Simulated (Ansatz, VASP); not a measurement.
Al: VASP beside Ansatz

Contents of INCAR:

```
SYSTEM = Al
  ALGO = Normal
  DIPOL = 0.5 0.5 0.416
  EDIFF = 1E-7
  ENCUT = 520
  GGA = PE
  IDIPOL = 3
  ISIF = 2
  ISMEAR = 0
  IVDW = 12
  LASPH = .TRUE.
  LCHARG = .TRUE.
  LDIPOL = .TRUE.
  LELF = .TRUE.
  LREAL = .FALSE.
  LVACPOTAV = .TRUE.
  LVHAR = .TRUE.
  LWAVE = .FALSE.
  NBANDS = 30
  NELM = 80
  PREC = Accurate
  SIGMA = 0.1
```

File KPOINTS:

```
k-points
0
G
  4 4 1
  0 0 0
```

The input POSCAR:

```
Al
1.0
    5.6324246408      0.0000000000      0.0000000000
   -2.8162123204      4.8778228238      0.0000000000
    0.0000000000      0.0000000000     24.7501554616
Al
12
Direct
    0.3333333333      0.1666666667      0.3232302929
    0.3333333333      0.6666666667      0.3232302929
    0.8333333333      0.1666666667      0.3232302929
    0.8333333333      0.6666666667      0.3232302929
    0.6664433739      0.3328369822      0.4159438560
    0.6663871833      0.8328906149      0.4159176678
    0.1664365604      0.3328499144      0.4159746950
    0.1664753958      0.8328743658      0.4159347397
   -0.0003493922      0.4989509937      0.5087290877
   -0.0004066800     -0.0009212735      0.5087475197
    0.4994886693      0.4989111344      0.5086967936
    0.4994925730     -0.0009626041      0.5084584988
```

Input for Ansatz:

```yaml
crystal:
  lattice:
    - [5.6324246408, 0.0, 0.0]
    - [-2.8162123204, 4.8778228238, 0.0]
    - [0.0, 0.0, 24.7501554616]
  atoms:
    - { symbol: Al, position: [0.3333333333, 0.1666666667, 0.3232302929] }
    - { symbol: Al, position: [0.3333333333, 0.6666666667, 0.3232302929] }
    - { symbol: Al, position: [0.8333333333, 0.1666666667, 0.3232302929] }
    - { symbol: Al, position: [0.8333333333, 0.6666666667, 0.3232302929] }
    - { symbol: Al, position: [0.6664433739, 0.3328369822, 0.415943856] }
    - { symbol: Al, position: [0.6663871833, 0.8328906149, 0.4159176678] }
    - { symbol: Al, position: [0.1664365604, 0.3328499144, 0.415974695] }
    - { symbol: Al, position: [0.1664753958, 0.8328743658, 0.4159347397] }
    - { symbol: Al, position: [-0.0003493922, 0.4989509937, 0.5087290877] }
    - { symbol: Al, position: [-0.00040668, -0.0009212735, 0.5087475197] }
    - { symbol: Al, position: [0.4994886693, 0.4989111344, 0.5086967936] }
    - { symbol: Al, position: [0.499492573, -0.0009626041, 0.5084584988] }
basis:
  ecutwfc: 420
kpoints:
  mp_grid: { grid: [4, 4, 1] }
hamiltonian:
  xc: pbe
  dispersion: d3bj
scf:
  occupations: { method: gaussian, width: 0.1 }
output:
  forces: true
  eigenvalues: true
  write_density: true
  volumetric_format: npy
efield:
  axis: 3
  dipole_correction: true
  ramp_width: 0.04
```

Alike in both runs: task single point; functional PBE; dispersion D3(BJ); k mesh 4 × 4 × 1; occupations gaussian, width 0.1 eV; no spin polarisation.

|  | VASP | Ansatz |
| --- | --- | --- |
| version | VASP 6.6.1 | Ansatz 0.2.0 |
| potentials or method | VASP PAW PBE potentials, release 64 (Al), cutoff 520 eV | scalar-relativistic, plane waves, PAW |
| valence electrons in the cell | 36 | 36 |

```tsv
	VASP	Ansatz	Ansatz less VASP
gap on the k mesh at the Fermi level (eV)	none	none	-
rms of the force components (eV/Å)	0.005	0.005	-0.0004
work function, face that differs most (eV)	3.85	3.85	-0.003
```

Atom by atom the forces differ by 0.001 eV/Å (rms over components). A gap of «none» marks a metal or a gap that the smearing closes.
